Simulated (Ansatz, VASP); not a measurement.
# Two plane-wave programs on Mg7Te

```
CELL_PARAMETERS angstrom
0.00000 4.55254 4.55254
4.55254 0.00000 4.55254
4.55254 4.55254 0.00000
ATOMIC_POSITIONS crystal
Mg 0.50000 0.00000 0.00000
Mg 0.00000 0.00000 0.50000
Mg 0.00000 0.50000 0.00000
Mg 0.00000 0.50000 0.50000
Mg 0.50000 0.50000 0.00000
Mg 0.50000 0.00000 0.50000
Mg 0.50000 0.50000 0.50000
Te 0.00000 0.00000 0.00000
```

Alike in both runs: functional PBE; k mesh 6 × 6 × 6; occupations gaussian, width 0.1 eV; no spin polarisation.

Ansatz relaxed the structure, and its values are those at the end. VASP's run is a single point on that final structure, the one shown.

|  | VASP | Ansatz |
| --- | --- | --- |
| version | VASP 6.6.1 | Ansatz 0.2.0 |
| potentials or method | VASP PAW PBE potentials, release 64 (Mg, Te), cutoff 520 eV | scalar-relativistic, plane waves, PAW |
| valence electrons in the cell | 20 | 86 |

VASP gave:

| Item | Value |
| --- | --- |
| gap on the k mesh at the Fermi level (eV) | none |
| pressure (GPa) | -0.1 |

Question: What did Ansatz give for the same quantities?

Answer: gap on the k mesh at the Fermi level (eV): none; pressure (GPa): 0.0.

A gap of «none» marks a metal or a gap that the smearing closes. VASP's potentials hold 20 valence electrons a cell and Ansatz's 86, so a difference there can come from the potentials and not from the codes.

Spin-orbit coupling is off throughout.
